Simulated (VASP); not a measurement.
# VSi2 (P6_222) in VASP: single point with PBE

Aim: the single point of VSi2 with PBE.

Program: VASP 6.6.1. These are calculated values, not measurements. Logs are shortened: lines on timing, memory, paths and dates and some standing lists are left out, and cuts for length are marked.

## (1) The cell of the first run

The structure is hexagonal, space group P6_222 (No. 180). Conventional cell: a = 4.567 Å, b = 4.567 Å, c = 6.362 Å, α = 90.00°, β = 90.00°, γ = 120.00°. Within 3.3 Å of V (site symmetry 222) lie 10 Si at 2.51 to 2.67 Å and 4 V at 3.12 Å. Si (site symmetry 2) has 9 Si at 2.48 to 3.16 Å and 5 V at 2.51 to 2.67 Å within 3.3 Å.

## (2) Single point, PBE

File INCAR:

```
PREC     = Accurate       # precision mode
ENCUT    = 520            # plane-wave cutoff, eV
EDIFF    = 1E-6           # SCF threshold, eV
ISMEAR   = 1              # smearing method
SIGMA    = 0.1            # smearing width, eV
LREAL    = False          # projectors in reciprocal space
LASPH    = True           # aspherical terms in the spheres
NELM     = 100            # most SCF steps
ALGO     = Normal         # electronic algorithm
ISIF     = 2              # what is computed and relaxed
LWAVE    = False          # write WAVECAR
LCHARG   = False          # write CHGCAR
GGA      = PE             # functional
NBANDS   = 42             # bands
```

File KPOINTS:

```
Automatic mesh
0
Gamma
  12 12 8
```

File POSCAR:

```
VSi2
1.0
    4.5671791676      0.0000000000      0.0000000000
   -2.2835895838      3.9552931828      0.0000000000
    0.0000000000      0.0000000000      6.3619719452
V Si
3 6
Direct
    0.0000000000      0.5000000000      0.1666666667
    0.5000000000      0.5000000000      0.8333333333
    0.5000000000      0.0000000000      0.5000000000
    0.8373385083      0.6746770166      0.5000000000
    0.1626614917      0.8373385083      0.8333333333
    0.6746770166      0.8373385083      0.1666666667
    0.1626614917      0.3253229834      0.5000000000
    0.8373385083      0.1626614917      0.8333333333
    0.3253229834      0.1626614917      0.1666666667
```

Potentials or basis: VASP PAW PBE potentials, release 64 (V_sv, Si).

On the command line:

```sh
> cat potpaw_PBE.64/V_sv/POTCAR potpaw_PBE.64/Si/POTCAR > POTCAR
> mpirun -np 1 vasp_std > vasp.out
```

OUTCAR:

```text
PREC = Accurate
   ENCUT = 520
   EDIFF = 1E-6
   ISMEAR = 1
   LREAL = False
   LASPH = True
   NELM = 100
   ISIF = 2
   GGA = PE

 ion  position               nearest neighbor table
   1  0.000  0.500  0.167-   4 2.51   7 2.51   5 2.51   8 2.51   6 2.62   9 2.62   9 2.62   6 2.62
                             6 2.67   9 2.67
   2  0.500  0.500  0.833-   4 2.51   7 2.51   6 2.51   9 2.51   5 2.62   8 2.62   5 2.62   8 2.62
                             8 2.67   5 2.67
   3  0.500  0.000  0.500-   5 2.51   6 2.51   8 2.51   9 2.51   7 2.62   7 2.62   4 2.62   4 2.62
                             7 2.67   4 2.67
   4  0.837  0.675  0.500-   5 2.48   6 2.48   1 2.51   2 2.51   7 2.57   3 2.62   3 2.62   3 2.67
                             7 2.67   7 2.67   8 3.08   9 3.08
   5  0.163  0.837  0.833-   4 2.48   9 2.48   3 2.51   1 2.51   8 2.57   2 2.62   2 2.62   2 2.67
                             8 2.67   8 2.67   7 3.08   6 3.08
   6  0.675  0.837  0.167-   4 2.48   8 2.48   3 2.51   2 2.51   9 2.57   1 2.62   1 2.62   1 2.67
                             9 2.67   9 2.67   7 3.08   5 3.08
   7  0.163  0.325  0.500-   8 2.48   9 2.48   1 2.51   2 2.51   4 2.57   3 2.62   3 2.62   3 2.67
                             4 2.67   4 2.67   5 3.08   6 3.08
   8  0.837  0.163  0.833-   7 2.48   6 2.48   3 2.51   1 2.51   5 2.57   2 2.62   2 2.62   2 2.67
                             5 2.67   5 2.67   4 3.08   9 3.08
   9  0.325  0.163  0.167-   7 2.48   5 2.48   3 2.51   2 2.51   6 2.57   1 2.62   1 2.62   1 2.67
                             6 2.67   6 2.67   4 3.08   8 3.08

  LATTYP: Found a hexagonal cell.
 ALAT       =     4.5671791676
 C/A-ratio  =     1.3929762139

  Lattice vectors:

 A1 = (   4.5671791676,   0.0000000000,   0.0000000000)
 A2 = (  -2.2835895838,   3.9552931828,   0.0000000000)
 A3 = (   0.0000000000,   0.0000000000,   6.3619719452)

Analysis of symmetry for initial positions (statically):
=====================================================================
 Subroutine PRICEL returns:
 Original cell was already a primitive cell.

 Routine SETGRP: Setting up the symmetry group for a
 hexagonal supercell.

 Subroutine GETGRP returns: Found 12 space group operations
 (whereof  4 operations were pure point group operations)
 out of a pool of 24 trial point group operations.

The static configuration has the point symmetry D_2 .
 The point group associated with its full space group is D_6 .

Analysis of symmetry for dynamics (positions and initial velocities):
=====================================================================
 Subroutine PRICEL returns:
 Original cell was already a primitive cell.

 Routine SETGRP: Setting up the symmetry group for a
 hexagonal supercell.

 Subroutine GETGRP returns: Found 12 space group operations
 (whereof  4 operations were pure point group operations)
 out of a pool of 24 trial point group operations.

The dynamic configuration has the point symmetry D_2 .
 The point group associated with its full space group is D_6 .

 Subroutine INISYM returns: Found 12 space group operations
 (whereof  4 operations are pure point group operations),
 and found     1 'primitive' translations

----------------------------------------------------------------------------------------

                                     Primitive cell

  volume of cell :     114.9260

  direct lattice vectors                    reciprocal lattice vectors
     4.567179168  0.000000000  0.000000000     0.218953530  0.126412879  0.000000000
    -2.283589584  3.955293183  0.000000000     0.000000000  0.252825759  0.000000000
     0.000000000  0.000000000  6.361971945     0.000000000  0.000000000  0.157183969

  length of vectors
     4.567179168  4.567179168  6.361971945     0.252825759  0.252825759  0.157183969

  position of ions in fractional coordinates (direct lattice)
     0.000000000  0.500000000  0.166666667
     0.500000000  0.500000000  0.833333333
     0.500000000  0.000000000  0.500000000
     0.837338508  0.674677017  0.500000000
     0.162661492  0.837338508  0.833333333
     0.674677017  0.837338508  0.166666667
     0.162661492  0.325322983  0.500000000
     0.837338508  0.162661492  0.833333333
     0.325322983  0.162661492  0.166666667

  ion indices of the primitive-cell ions
   primitive index   ion index
                 1           1
                 2           2
                 3           3
                 4           4
                 5           5
                 6           6
                 7           7
                 8           8
                 9           9

----------------------------------------------------------------------------------------

 KPOINTS: Automatic mesh

Automatic generation of k-mesh.
 Grid dimensions read from file:
 generate k-points for:   12   12    8

 Generating k-lattice:

  Cartesian coordinates                     Fractional coordinates (reciprocal lattice)
     0.018246127  0.010534407  0.000000000     0.083333333  0.000000000  0.000000000
     0.000000000  0.021068813  0.000000000     0.000000000  0.083333333  0.000000000
     0.000000000  0.000000000  0.019647996     0.000000000  0.000000000  0.125000000

  Length of vectors
     0.021068813  0.021068813  0.019647996

  Shift w.r.t. Gamma in fractional coordinates (k-lattice)
     0.000000000  0.000000000  0.000000000

 Subroutine IBZKPT returns following result:
 ===========================================

 Found     95 irreducible k-points:

 Following reciprocal coordinates:
            Coordinates               Weight
  0.000000  0.000000  0.000000      1.000000
  0.083333 -0.000000  0.000000      6.000000
  0.166667 -0.000000  0.000000      6.000000
  0.250000 -0.000000  0.000000      6.000000
  0.333333  0.000000  0.000000      6.000000
  0.416667 -0.000000  0.000000      6.000000
[... 16 lines left out ...]
  0.250000 -0.000000  0.125000     12.000000
  0.333333  0.000000  0.125000     12.000000
 [... further k-points ...]
   k-points           NKPTS =     95   k-points in BZ     NKDIM =     95   number of bands    NBANDS=     42
   number of dos      NEDOS =    301   number of ions     NIONS =      9
   total plane-waves  NPLWV =  62208
   dimension x,y,z NGX =    36 NGY =   36 NGZ =   48
   dimension x,y,z NGXF=    72 NGYF=   72 NGZF=   96
   ions per type =               3   6
   NGX,Y,Z   is equivalent  to a cutoff of  13.10, 13.10, 12.54 a.u.
   NGXF,Y,Z  is equivalent  to a cutoff of  26.21, 26.21, 25.09 a.u.
 SYSTEM =  unknown system
   PREC   = accura    normal or accurate (medium, high low for compatibility)
   ISTART =      0    job   : 0-new  1-cont  2-samecut
   ICHARG =      2    charge: 1-file 2-atom 10-const
   ISPIN  =      1    spin polarized calculation?
   LNONCOLLINEAR =      F non collinear calculations
   LSORBIT =      F    spin-orbit coupling
   LASPH  =      T    aspherical Exc in radial PAW
   ENCUT  =  520.0 eV  38.22 Ry    6.18 a.u.   8.49  8.49 11.83*2*pi/ulx,y,z
   NELM   =    100;   NELMIN=  2; NELMDL= -5     # of ELM steps
   EDIFF  = 0.1E-05   stopping-criterion for ELM
   LREAL  =      F    real-space projection
   EDIFFG = 0.1E-04   stopping-criterion for IOM
   NSW    =      0    number of steps for IOM
   IBRION =     -1    ionic relax: 0-MD 1-quasi-New 2-CG
   NFREE  =      0    steps in history (QN), initial steepest desc. (CG)
   ISIF   =      2    stress and relaxation
   ISYM   =      2    0-nonsym 1-usesym 2-fastsym
   POTIM  = 0.5000    time-step for ionic-motion
   TEBEG  =    0.0;   TEEND  =   0.0 temperature during run
   PSTRESS=    0.0 pullay stress
   NELECT =      63.0000    total number of electrons
   NUPDOWN=      -1.0000    fix difference up-down
   EMIN   =  10.00;   EMAX   =-10.00  energy-range for DOS
   EFERMI =   0.00;   METHOD = LEGACY
   ISMEAR =     1;   SIGMA  =   0.10  broadening in eV -4-tet -1-fermi 0-gaus
   EFERMI_NEDOS =   21; number of points for ismear=-14 and -15
   IALGO  =     38    algorithm
   IMIX   =      4    mixing-type and parameters
     AMIX     =   0.40;   BMIX     =  1.00
     AMIX_MAG =   1.60;   BMIX_MAG =  1.00
  volume/ion in A,a.u.               =      12.77        86.17
  Fermi-wavevector in a.u.,A,eV,Ry     =   1.339827  2.531907 24.424328  1.795137
  Thomas-Fermi vector in A             =   2.468188
   LORBIT       =      0    0 simple, 1 ext, 2 COOP (PROOUT), +10 PAW based schemes
   GGA     = PE    functional components
   LHFCALC =     F    Hartree Fock is set to
   AEXX    =    0.0000 exact exchange contribution
   IVDW    =     0    specifies the selected vdW correction
   LEPSILON=     F    determine dielectric tensor
   LRPA    =     F    only Hartree local field effects (RPA)
 non-spin polarized calculation
 Methfessel and Paxton  Order N= 1 SIGMA  =   0.10
  energy-cutoff  :      520.00
  volume of cell :      114.93
 maximum number of plane-waves:      3125
 NGX is ok and might be reduce to    36
   NGX = 17   NGY = 17   NGZ = 23

 number of electron      63.0000015 magnetization

 Free energy of the ion-electron system (eV)
  ---------------------------------------------------
  ext. energy  EPLUGINS =         0.00000000
  ---------------------------------------------------
  free energy    TOTEN  =       -63.88060986 eV

  energy without entropy =      -63.87865942  energy(sigma->0) =      -63.87995971

 E-fermi :  11.2413     XC(G=0): -12.1857

 val. band max:       11.2411863548   @ k =   0.3333   0.3333   0.3750
 cond. band min:      11.2493166930   @ k =   0.3333   0.1667   0.3750
 fundamental gap:      0.0081303381
 Fermi energy:        11.2412511640

 k-point     1 :       0.0000    0.0000    0.0000
  band No.  band energies     occupation
      1     -52.7362      2.00000
      2     -52.7211      2.00000
      3     -52.7211      2.00000
      4     -26.6987      2.00000
      5     -26.6987      2.00000
      6     -26.6809      2.00000
[... 34 lines left out ...]
     41      14.2850      0.00000
     42      14.4064      0.00000
[... 994 lines left out ...]
      2     -52.7248      2.00000
      3     -52.7207      2.00000
      4     -26.7149      2.00000
      5     -26.7000      2.00000
      6     -26.6601      2.00000
[... 34 lines left out ...]
     41      14.4311      0.00000
     42      14.7048      0.00000

 [... further k-points ...]
[... 5 lines left out ...]
  --------------------------------------------------------------------------------------
  -------------------------------------------------------------------------------------
  Total        0.0348380      0.0348380      0.0419663      0.0000000      0.0000000      0.0000000
  in kB        0.4856749      0.4856749      0.5850503      0.0000000      0.0000000      0.0000000
  external PRESSURE =       0.5188000 kB  Pullay stress =       0.0000000 kB

 VOLUME and BASIS-vectors are now :
 -----------------------------------------------------------------------------
  energy-cutoff  :      520.00
  volume of cell :      114.93
      direct lattice vectors                 reciprocal lattice vectors
     4.567179168  0.000000000  0.000000000     0.218953530  0.126412879  0.000000000
    -2.283589584  3.955293183  0.000000000     0.000000000  0.252825759  0.000000000
     0.000000000  0.000000000  6.361971945     0.000000000  0.000000000  0.157183969

 POSITION                                       TOTAL-FORCE (eV/Angst)
 -----------------------------------------------------------------------------------
     -1.14179      1.97765      1.06033         0.000000      0.000000      0.000000
      1.14179      1.97765      5.30164         0.000000      0.000000     -0.000000
      2.28359      0.00000      3.18099         0.000000      0.000000     -0.000000
      2.28359      2.66855      3.18099         0.000000     -0.002202      0.000000
     -1.16923      3.31192      5.30164         0.001907     -0.001101     -0.000000
      1.16923      3.31192      1.06033        -0.001907     -0.001101     -0.000000
      0.00000      1.28675      3.18099         0.000000      0.002202     -0.000000
      3.45282      0.64337      5.30164        -0.001907      0.001101     -0.000000
      1.11436      0.64337      1.06033         0.001907      0.001101     -0.000000
 -----------------------------------------------------------------------------------
    total drift:                               -0.000000      0.000000      0.000001

  FREE ENERGIE OF THE ION-ELECTRON SYSTEM (eV)
  ---------------------------------------------------
  free  energy   TOTEN  =       -63.8806098562 eV

  energy  without entropy=      -63.8786594177  energy(sigma->0) =      -63.87995971
```

Wall time 5.6 min (1 thread of Intel Xeon 6975P-C, shared host); peak memory 0.46 GiB.

Results:

| Item | Value |
| --- | --- |
| Free energy | -63.8806 eV |
| Pressure | 0.1 GPa |

Forces in eV/Å, atoms in the order of the input:
```
V    0.000  0.000  0.000
V    0.000  0.000  0.000
V    0.000  0.000  0.000
Si   0.000 -0.002  0.000
Si   0.002 -0.001  0.000
Si  -0.002 -0.001  0.000
Si   0.000  0.002  0.000
Si  -0.002  0.001  0.000
Si   0.002  0.001  0.000
```
